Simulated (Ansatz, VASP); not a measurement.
**Two plane-wave programs on CaBPd3**

```
CELL_PARAMETERS angstrom
4.35317 0.00000 0.00000
0.00000 4.35317 0.00000
0.00000 0.00000 4.35317
ATOMIC_POSITIONS crystal
Ca 0.50000 0.50000 0.50000
B 0.00000 0.00000 0.00000
Pd 0.50000 0.00000 0.00000
Pd 0.00000 0.50000 0.00000
Pd 0.00000 0.00000 0.50000
```

Alike in both runs: task single point; functional LDA; k mesh 6 × 6 × 6; no spin polarisation.

```csv
,VASP,Ansatz
version,VASP 6.6.1,Ansatz 0.2.0
potentials or method,"VASP PAW LDA potentials, release 64 (Ca_sv, B, Pd), cutoff 520 eV","plane waves, PAW"
occupations,"fermi-dirac, width 0.1 eV",fermi-dirac
valence electrons in the cell,43,67
```

Ansatz gave:

| Item | Value |
| --- | --- |
| pressure (GPa) | -12.9 |

Estimate VASP's values.

pressure (GPa): -12.5.

LDA's correlation is that of Perdew and Zunger in VASP and of Perdew and Wang (1992) in Ansatz. VASP's potentials hold 43 valence electrons a cell and Ansatz's 67, so a difference there can come from the potentials and not from the codes.
